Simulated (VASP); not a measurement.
Wanted: the native input for a VASP 6.6.1 run.

* Task: single point
* Functional: PBEsol
* Dispersion: D3(BJ)
* Potentials or basis: VASP PAW PBE potentials, release 64 (Sn_d, Se)
* Cutoff: 500 eV
* k mesh: 6 × 6 × 6
* Occupations: gaussian, width 0.01 eV
* Spin: no spin polarisation
* Dipole correction: no
* Further INCAR settings: ALGO = Normal; EDIFF = 1e-06; NBANDS = 17

The structure of SnSe lies in POSCAR:

```
SnSe
1.0
    0.0000000000      2.9297816147      2.9297816147
    2.9297816147      0.0000000000      2.9297816147
    2.9297816147      2.9297816147      0.0000000000
Sn Se
1 1
Direct
    0.0000000000      0.0000000000      0.0000000000
    0.5000000000      0.5000000000      0.5000000000
```

One way to write it, as run:

INCAR

```
SYSTEM = SnSe
  PREC = Accurate
  ENCUT = 500
  EDIFF = 1E-6
  ISMEAR = 0
  SIGMA = 0.01
  LREAL = .FALSE.
  LASPH = .TRUE.
  NELM = 120
  ALGO = Normal
  ISIF = 2
  LWAVE = .FALSE.
  LCHARG = .FALSE.
  GGA = PS
  IVDW = 12
  NBANDS = 17
  GGA_COMPAT = .FALSE.
```

KPOINTS

```
regular mesh
0
G
  6 6 6
  0 0 0
```

Potentials or basis: VASP PAW PBE potentials, release 64 (Sn_d, Se).

Command:

```console
$ cat potpaw_PBE.64/Sn_d/POTCAR potpaw_PBE.64/Se/POTCAR > POTCAR
$ mpirun -np 1 vasp_std > vasp.out
```

Results of the run:

```yaml
Pressure: 0.0 GPa
Band_gap_on_the_k_mesh: 1.03 eV
Dispersion_energy_per_atom: -0.358 eV
```

Caveat: the PAW data sets were made with another functional, which shifts forces and pressure a little; spin-orbit coupling is left out, which moves the levels of the heavy elements.

Run time: 12 s on 1 thread of Intel Xeon 8259CL (shared host), peak memory 0.18 GiB.
